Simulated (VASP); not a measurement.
Input of a VASP 6.6.1 run:

Contents of INCAR:

```
SYSTEM = GeW4
ALGO = Fast
EDIFF = 1E-6
EDIFFG = -0.01
ENCUT = 600
GGA = PE
IBRION = 2
ISIF = 3
ISMEAR = 0
LASPH = .TRUE.
LCHARG = .FALSE.
LREAL = .FALSE.
LWAVE = .FALSE.
NELM = 60
NSW = 100
PREC = Accurate
SIGMA = 0.1
```

File KPOINTS:

```
k-points
0
G
  10 10 10
  0 0 0
```

File POSCAR:

```
GeW4
1.0
   -2.8655107989      2.8655107989      2.8655107989
    2.8655107989     -2.8655107989      2.8655107989
    2.8655107989      2.8655107989     -2.8655107989
Ge W
1 4
Direct
    0.0000000000      0.0000000000      0.0000000000
    0.5000000000      0.5000000000      0.5000000000
    0.5000000000      0.0000000000      0.0000000000
    0.0000000000      0.0000000000      0.5000000000
    0.0000000000      0.5000000000      0.0000000000
```

Potentials or basis: VASP PAW PBE potentials, release 64 (Ge_d, W_sv).

The run is started by

```bash
$ cat potpaw_PBE.64/Ge_d/POTCAR potpaw_PBE.64/W_sv/POTCAR > POTCAR
$ mpirun -np 1 vasp_std > vasp.out
```

Task: Estimate the band gap on the k mesh.

Result: Zero (bands 35 and 36 overlap by 1.53 eV).

Final structure:
```
Ge W
1.0
    -2.86551    2.86551    2.86551
     2.86551   -2.86551    2.86551
     2.86551    2.86551   -2.86551
Ge W
1 4
Cartesian
  0.0000 0.0000 0.0000
  1.4328 1.4328 1.4328
  -1.4328 1.4328 1.4328
  1.4328 1.4328 -1.4328
  1.4328 -1.4328 1.4328
```

Caveat: the relaxation stopped at its first step, so nothing moved; spin-orbit coupling is left out, which moves the levels of the heavy elements.
